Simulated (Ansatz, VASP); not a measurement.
## One calculation of Ta, two programs

The input INCAR:

```
SYSTEM = Ta
PREC = Accurate
ENCUT = 520
EDIFF = 1E-7
ISMEAR = 0
SIGMA = 0.15
LREAL = .False.
LASPH = .True.
NELM = 80
ALGO = Fast
ISIF = 2
LWAVE = .False.
LCHARG = .False.
GGA = PE
NBANDS = 12
```

Contents of KPOINTS:

```
Automatic mesh
0
Gamma
  20 20 20
  0 0 0
```

The input POSCAR:

```
Ta
1.0
   -1.6368313000      1.6512800000      1.6368313000
    1.6657287000     -1.6512800000      1.6657287000
    1.6368313000      1.6512800000     -1.6368313000
Ta
1
Direct
    0.0000000000      0.0000000000      0.0000000000
```

Input for Ansatz:

```yaml
crystal:
  lattice:
    - [-1.6368313, 1.65128, 1.6368313]
    - [1.6657287, -1.65128, 1.6657287]
    - [1.6368313, 1.65128, -1.6368313]
  atoms:
    - { symbol: Ta, position: [0.0, 0.0, 0.0] }
basis:
  ecutwfc: 420
kpoints:
  mp_grid: { grid: [20, 20, 20] }
hamiltonian:
  xc: pbe
scf:
  occupations: { method: gaussian, width: 0.15 }
output:
  forces: true
  stress: true
  eigenvalues: true
```

Change from the starting cell: strain +0.0175 x Voigt [0, 0, 0, 0, 1, 0], atoms carried along.

Alike in both runs: task single point; functional PBE; k mesh 20 × 20 × 20; occupations gaussian, width 0.15 eV; no spin polarisation.

|  | VASP | Ansatz |
| --- | --- | --- |
| version | VASP 6.6.1 | Ansatz 0.2.0 |
| potentials or method | VASP PAW PBE potentials, release 64 (Ta_pv), cutoff 520 eV | scalar-relativistic, plane waves, PAW |
| valence electrons in the cell | 11 | 13 |

VASP gave:

```
gap on the k mesh at the Fermi level (eV)                     : none
pressure (GPa)                                                : 3.3
traceless stress, the component that is largest in VASP (GPa) : -1.44
```

**Question.** What did Ansatz give for the same quantities?

**Answer.** gap on the k mesh at the Fermi level (eV): none; pressure (GPa): 3.2; traceless stress, the component that is largest in VASP (GPa): -1.44.

A gap of «none» marks a metal or a gap that the smearing closes. VASP's potentials hold 11 valence electrons a cell and Ansatz's 13, so a difference there can come from the potentials and not from the codes.

Neither program's run includes spin-orbit coupling.
